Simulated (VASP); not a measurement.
Here is a VASP 6.6.1 calculation.

INCAR

```
SYSTEM = Na2Al2O
PREC = Accurate ; ENCUT = 600
EDIFF = 1E-7 ; ISMEAR = 0
SIGMA = 0.1 ; LREAL = .FALSE.
LASPH = .TRUE. ; NELM = 100
ALGO = Normal ; ISIF = 3
LWAVE = .FALSE. ; LCHARG = .FALSE.
GGA = PE ; IBRION = 2
NSW = 90 ; EDIFFG = -0.04
```

File KPOINTS:

```
Automatic mesh
0
G
  6 6 2
  0 0 0
```

POSCAR

```
Na2Al2O
1.0
    3.5211221723      0.0000000000      0.0000000000
    0.0000000000      3.5211221723      0.0000000000
    0.0000000000      0.0000000000      8.8181979508
Na Al O
2 2 1
Direct
    0.0000000000      0.0000000000      0.6376256817
    0.0000000000      0.0000000000      0.3623743183
    0.0000000000      0.5000000000      0.0000000000
    0.5000000000      0.0000000000      0.0000000000
    0.5000000000      0.5000000000      0.5000000000
```

Potentials or basis: VASP PAW PBE potentials, release 64 (Na_pv, Al, O).

Launch:

```bash
$ cat potpaw_PBE.64/Na_pv/POTCAR potpaw_PBE.64/Al/POTCAR potpaw_PBE.64/O/POTCAR > POTCAR
$ mpirun -np 1 vasp_std > vasp.out
```

Task: Predict the band gap on the k mesh.

Result: Zero (band 13 reaches 2.93 eV, above the bottom of band 14 at 1.27 eV).

Final structure:
```
Na Al O
1.0
     3.52112    0.00000    0.00000
     0.00000    3.52112    0.00000
     0.00000    0.00000    8.81820
Na Al O
2 2 1
Cartesian
  0.0000 0.0000 5.6227
  0.0000 0.0000 3.1955
  0.0000 1.7606 0.0000
  1.7606 0.0000 0.0000
  1.7606 1.7606 4.4091
```

Caveat: the relaxation stopped at its first step, so nothing moved.
